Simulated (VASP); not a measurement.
BN, 8 atoms in the cell. Symmetry: Imm2, No. 44, orthorhombic system. Conventional cell: a = 5.015 Å, b = 6.679 Å, c = 4.338 Å, α = 90.00°, β = 90.00°, γ = 90.00°. B (site symmetry mm2) has 3 N at 1.41 to 1.46 Å within 1.9 Å. Within 1.9 Å of B (site symmetry mm2) lie 3 N at 1.45 Å. B (site symmetry m) has 3 N at 1.45 Å within 1.9 Å. N (site symmetry mm2) has 3 B at 1.41 to 1.45 Å within 1.9 Å. Within 1.9 Å of N (site symmetry mm2) lie 3 B at 1.45 Å. Within 1.9 Å of N (site symmetry m) lie 3 B at 1.45 to 1.46 Å.  This cell differs from its parent crystal: atom 1 (B) moved +0.033 Å towards its neighbour atom 5 (N) at 1.447 Å.

| Item | Value |
| --- | --- |
| Program | VASP 6.6.1 |
| Task | single point |
| Functional | PBE |
| Dispersion | D3(BJ) |
| Potentials or basis | VASP PAW PBE potentials, release 64 (B, N) |
| Cutoff | 520 eV |
| k mesh | 6 × 6 × 6 |
| Occupations | gaussian, width 0.05 eV |
| Spin | no spin polarisation |
| Dipole correction | no |
| Further INCAR settings | ALGO = Normal; EDIFF = 1e-06; NBANDS = 26 |

Potentials or basis: VASP PAW PBE potentials, release 64 (B, N).

Launch:

```sh
$ cat potpaw_PBE.64/B/POTCAR potpaw_PBE.64/N/POTCAR > POTCAR
$ mpirun -np 1 vasp_std > vasp.out
```

Hardware: 1 thread of Intel(R) Xeon(R) 6975P-C (Granite Rapids), with other jobs on the host.

Problem. Estimate the wall time of this run.

Solution. Run time: 37 s on 1 thread of Intel(R) Xeon(R) 6975P-C (Granite Rapids), on a shared host, peak memory 0.22 GiB. Counts: scf iterations 13, k points 46.
